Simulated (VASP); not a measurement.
# Pb (Fm-3m) in VASP: single point with PBE

Aim: the single point of Pb with PBE.

Everything below comes from runs of VASP 6.6.1. Logs are shortened: lines on timing, memory, paths and dates and some standing lists are left out, and cuts for length are marked.

### Step 1. The cell of the first run

The structure is cubic, space group Fm-3m (No. 225). Conventional cell: a = 4.990 Å, b = 4.990 Å, c = 4.990 Å, α = 90.00°, β = 90.00°, γ = 90.00°. Within 4.6 Å of Pb (site symmetry m-3m) lie 12 Pb at 3.53 Å.

### Step 2. Single point, PBE

INCAR

```
PREC = Accurate ; ENCUT = 500
EDIFF = 1E-6 ; ISMEAR = 0
SIGMA = 0.1 ; LREAL = F
LASPH = T ; NELM = 120
ALGO = Normal ; ISIF = 2
LWAVE = F ; LCHARG = T
GGA = PE ; LELF = T
LVHAR = T ; NBANDS = 13
GGA_COMPAT = F
```

KPOINTS

```
regular mesh
0
Gamma
  6 6 6
```

POSCAR

```
Pb
1.0
    0.0000000000      2.4947547400      2.4947547400
    2.4947547400      0.0000000000      2.4947547400
    2.4947547400      2.4947547400      0.0000000000
Pb
1
Direct
    0.0000000000      0.0000000000      0.0000000000
```

Potentials or basis: VASP PAW PBE potentials, release 64 (Pb_d).

On the command line:

```
$ cat potpaw_PBE.64/Pb_d/POTCAR > POTCAR
$ mpirun -np 1 vasp_std > vasp.out
```

OUTCAR:

```text
PREC = Accurate
   ENCUT = 500
   EDIFF = 1E-6
   ISMEAR = 0
   LREAL = F
   LASPH = T
   NELM = 120
   ISIF = 2
   GGA = PE

 ion  position               nearest neighbor table
   1  0.000  0.000  0.000-

  LATTYP: Found a face centered cubic cell.
 ALAT       =     4.9895094800

  Lattice vectors:

 A1 = (   0.0000000000,   2.4947547400,   2.4947547400)
 A2 = (   2.4947547400,   0.0000000000,   2.4947547400)
 A3 = (   2.4947547400,   2.4947547400,   0.0000000000)

Analysis of symmetry for initial positions (statically):
[... 33 lines left out ...]
                                     Primitive cell

  volume of cell :      31.0537

  direct lattice vectors                    reciprocal lattice vectors
     0.000000000  2.494754740  2.494754740    -0.200420503  0.200420503  0.200420503
     2.494754740  0.000000000  2.494754740     0.200420503 -0.200420503  0.200420503
     2.494754740  2.494754740  0.000000000     0.200420503  0.200420503 -0.200420503

  length of vectors
     3.528115988  3.528115988  3.528115988     0.347138494  0.347138494  0.347138494

  position of ions in fractional coordinates (direct lattice)
     0.000000000  0.000000000  0.000000000

  ion indices of the primitive-cell ions
   primitive index   ion index
                 1           1

----------------------------------------------------------------------------------------

 KPOINTS: regular mesh

Automatic generation of k-mesh.
 Grid dimensions read from file:
 generate k-points for:    6    6    6

 Generating k-lattice:

  Cartesian coordinates                     Fractional coordinates (reciprocal lattice)
    -0.033403417  0.033403417  0.033403417     0.166666667  0.000000000  0.000000000
     0.033403417 -0.033403417  0.033403417     0.000000000  0.166666667  0.000000000
     0.033403417  0.033403417 -0.033403417     0.000000000  0.000000000  0.166666667

  Length of vectors
     0.057856416  0.057856416  0.057856416

  Shift w.r.t. Gamma in fractional coordinates (k-lattice)
     0.000000000  0.000000000  0.000000000

 Subroutine IBZKPT returns following result:
 ===========================================

 Found     16 irreducible k-points:

 Following reciprocal coordinates:
[... 6 lines left out ...]
  0.333333  0.166667  0.000000     24.000000
[... 8 lines left out ...]
 -0.333333  0.333333  0.166667     24.000000
 -0.333333  0.500000  0.166667     12.000000
   k-points           NKPTS =     16   k-points in BZ     NKDIM =     16   number of bands    NBANDS=     13
   number of dos      NEDOS =    301   number of ions     NIONS =      1
   total plane-waves  NPLWV =  21952
   dimension x,y,z NGX =    28 NGY =   28 NGZ =   28
   dimension x,y,z NGXF=    56 NGYF=   56 NGZF=   56
   ions per type =               1
   NGX,Y,Z   is equivalent  to a cutoff of  13.19, 13.19, 13.19 a.u.
   NGXF,Y,Z  is equivalent  to a cutoff of  26.39, 26.39, 26.39 a.u.
 SYSTEM =  unknown system
   PREC   = accura    normal or accurate (medium, high low for compatibility)
   ISTART =      0    job   : 0-new  1-cont  2-samecut
   ICHARG =      2    charge: 1-file 2-atom 10-const
   ISPIN  =      1    spin polarized calculation?
   LNONCOLLINEAR =      F non collinear calculations
   LSORBIT =      F    spin-orbit coupling
   LASPH  =      T    aspherical Exc in radial PAW
   ENCUT  =  500.0 eV  36.75 Ry    6.06 a.u.   6.43  6.43  6.43*2*pi/ulx,y,z
   NELM   =    120;   NELMIN=  2; NELMDL= -5     # of ELM steps
   EDIFF  = 0.1E-05   stopping-criterion for ELM
   LREAL  =      F    real-space projection
   EDIFFG = 0.1E-04   stopping-criterion for IOM
   NSW    =      0    number of steps for IOM
   IBRION =     -1    ionic relax: 0-MD 1-quasi-New 2-CG
   NFREE  =      0    steps in history (QN), initial steepest desc. (CG)
   ISIF   =      2    stress and relaxation
   ISYM   =      2    0-nonsym 1-usesym 2-fastsym
   POTIM  = 0.5000    time-step for ionic-motion
   TEBEG  =    0.0;   TEEND  =   0.0 temperature during run
   PSTRESS=    0.0 pullay stress
   NELECT =      14.0000    total number of electrons
   NUPDOWN=      -1.0000    fix difference up-down
   EMIN   =  10.00;   EMAX   =-10.00  energy-range for DOS
   EFERMI =   0.00;   METHOD = LEGACY
   ISMEAR =     0;   SIGMA  =   0.10  broadening in eV -4-tet -1-fermi 0-gaus
   EFERMI_NEDOS =   21; number of points for ismear=-14 and -15
   IALGO  =     38    algorithm
   IMIX   =      4    mixing-type and parameters
     AMIX     =   0.40;   BMIX     =  1.00
     AMIX_MAG =   1.60;   BMIX_MAG =  1.00
  volume/ion in A,a.u.               =      31.05       209.56
  Fermi-wavevector in a.u.,A,eV,Ry     =   1.255297  2.372166 21.439643  1.575769
  Thomas-Fermi vector in A             =   2.389060
   LORBIT       =      0    0 simple, 1 ext, 2 COOP (PROOUT), +10 PAW based schemes
   GGA     = PE    functional components
   LHFCALC =     F    Hartree Fock is set to
   AEXX    =    0.0000 exact exchange contribution
   IVDW    =     0    specifies the selected vdW correction
   LEPSILON=     F    determine dielectric tensor
   LRPA    =     F    only Hartree local field effects (RPA)
 non-spin polarized calculation
 Gauss-broadening in eV      SIGMA  =   0.10
  energy-cutoff  :      500.00
  volume of cell :       31.05
 maximum number of plane-waves:       800
 NGX is ok and might be reduce to    28
   NGX = 13   NGY = 13   NGZ = 13

 number of electron      14.0000000 magnetization

 Free energy of the ion-electron system (eV)
  ---------------------------------------------------
  ext. energy  EPLUGINS =         0.00000000
  ---------------------------------------------------
  free energy    TOTEN  =        -3.46469508 eV

  energy without entropy =       -3.45814529  energy(sigma->0) =       -3.46142019

 E-fermi :   7.1359     XC(G=0): -10.0619

 val. band max:        7.0277161780   @ k =  -0.3333   0.3333   0.1667
 cond. band min:       7.1968348120   @ k =   0.3333   0.1667   0.0000
 fundamental gap:      0.1691186340
 Fermi energy:         7.1359430189

 k-point     1 :       0.0000    0.0000    0.0000
  band No.  band energies     occupation
      1     -10.0127      2.00000
      2     -10.0127      2.00000
      3     -10.0127      2.00000
      4      -9.8862      2.00000
      5      -9.8862      2.00000
      6      -4.5661      2.00000
      7      14.2585      0.00000
      8      14.2585      0.00000
      9      14.2585      0.00000
     10      16.7709      0.00000
     11      18.0795      0.00000
     12      19.3347      0.00000
     13      19.3347      0.00000

 k-point     2 :       0.1667    0.0000    0.0000
  band No.  band energies     occupation
      1     -10.0144      2.00000
      2      -9.9856      2.00000
      3      -9.9856      2.00000
      4      -9.8805      2.00000
      5      -9.8805      2.00000
      6      -4.0447      2.00000
      7      10.2352      0.00000
      8      13.7069      0.00000
      9      13.7069      0.00000
     10      16.1180      0.00000
     11      19.5295      0.00000
     12      19.9790      0.00000
     13      19.9911      0.00000

 k-point     3 :       0.3333    0.0000    0.0000
  band No.  band energies     occupation
      1     -10.0266      2.00000
      2      -9.9899      2.00000
      3      -9.9899      2.00000
      4      -9.8080      2.00000
      5      -9.8080      2.00000
      6      -2.5368      2.00000
      7       5.5135      2.00000
      8      12.8467      0.00000
      9      12.8467      0.00000
     10      15.8530      0.00000
     11      17.4772      0.00000
     12      18.5987      0.00000
     13      18.5987      0.00000

 k-point     4 :       0.5000    0.0000    0.0000
  band No.  band energies     occupation
      1     -10.0365      2.00000
      2     -10.0046      2.00000
      3     -10.0046      2.00000
      4      -9.7583      2.00000
      5      -9.7583      2.00000
      6      -1.0765      2.00000
      7       2.9381      2.00000
      8      12.4770      0.00000
      9      12.4770      0.00000
     10      16.2549      0.00000
     11      16.2821      0.00000
     12      18.0875      0.00000
     13      18.0875      0.00000

 k-point     5 :       0.1667    0.1667    0.0000
  band No.  band energies     occupation
      1     -10.0508      2.00000
      2      -9.9440      2.00000
      3      -9.9440      2.00000
      4      -9.9281      2.00000
      5      -9.8576      2.00000
      6      -3.8714      2.00000
      7      11.2842      0.00000
      8      12.2055      0.00000
      9      12.2055      0.00000
     10      15.3007      0.00000
     11      16.7367      0.00000
     12      22.0172      0.00000
     13      22.1917      0.00000
[... 129 lines left out ...]
 k-point    14 :       0.5000    0.3333    0.1667
  band No.  band energies     occupation
      1     -10.0388      2.00000
      2      -9.9983      2.00000
      3      -9.9060      2.00000
      4      -9.8041      2.00000
      5      -9.7930      2.00000
      6      -1.3019      2.00000
      7       5.9267      2.00000
      8       7.7764      0.00000
      9      10.0119      0.00000
     10      16.0927      0.00000
     11      17.0992      0.00000
     12      19.1992      0.00000
     13      23.9502      0.00000

 k-point    15 :      -0.3333    0.3333    0.1667
  band No.  band energies     occupation
      1     -10.0177      2.00000
      2      -9.9770      2.00000
      3      -9.8926      2.00000
      4      -9.8585      2.00000
      5      -9.7559      2.00000
      6      -0.1290      2.00000
      7       4.4842      2.00000
      8       7.0277      1.87412
      9       9.0298      0.00000
     10      16.3085      0.00000
     11      18.2083      0.00000
     12      21.0667      0.00000
     13      21.0793      0.00000

 k-point    16 :      -0.3333    0.5000    0.1667
  band No.  band energies     occupation
      1     -10.0621      2.00000
      2     -10.0283      2.00000
      3      -9.8431      2.00000
      4      -9.8188      2.00000
      5      -9.7246      2.00000
      6       0.3539      2.00000
      7       4.7000      2.00000
      8       6.9740      1.97802
      9       7.6247      0.00000
     10      15.6948      0.00000
     11      16.6055      0.00000
     12      21.6958      0.00000
     13      21.9971      0.00000

------------------------ aborting loop because EDIFF is reached ----------------------------------------

  FORCE on cell =-STRESS in cart. coord.  units (eV):
  Direction    XX          YY          ZZ          XY          YZ          ZX
  --------------------------------------------------------------------------------------
  -------------------------------------------------------------------------------------
  Total        0.3906134      0.3906134      0.3906134      0.0000000     -0.0000000     -0.0000000
  in kB       20.1532073     20.1532073     20.1532073      0.0000000     -0.0000000     -0.0000000
  external PRESSURE =      20.1532073 kB  Pullay stress =       0.0000000 kB

 VOLUME and BASIS-vectors are now :
 -----------------------------------------------------------------------------
  energy-cutoff  :      500.00
  volume of cell :       31.05
      direct lattice vectors                 reciprocal lattice vectors
     0.000000000  2.494754740  2.494754740    -0.200420503  0.200420503  0.200420503
     2.494754740  0.000000000  2.494754740     0.200420503 -0.200420503  0.200420503
     2.494754740  2.494754740  0.000000000     0.200420503  0.200420503 -0.200420503

 POSITION                                       TOTAL-FORCE (eV/Angst)
 -----------------------------------------------------------------------------------
      0.00000      0.00000      0.00000         0.000000     -0.000000      0.000000
 -----------------------------------------------------------------------------------
    total drift:                               -0.000000     -0.000000     -0.000000

  FREE ENERGIE OF THE ION-ELECTRON SYSTEM (eV)
  ---------------------------------------------------
  free  energy   TOTEN  =        -3.4646950809 eV

  energy  without entropy=       -3.4581452929  energy(sigma->0) =       -3.46142019
```

Wall time 8.8 s (1 thread of Intel Xeon 6975P-C, shared host); peak memory 0.15 GiB.

What came out:

| Item | Value |
| --- | --- |
| Free energy | -3.4647 eV |
| Pressure | 2.0 GPa |
| Band gap on the k mesh | zero (band 7 reaches 14.26 eV, above the bottom of band 8 at 5.53 eV) |

Caveat: the k points lie up to 0.36 Å⁻¹ apart; spin-orbit coupling is left out, which moves the levels of the heavy elements.
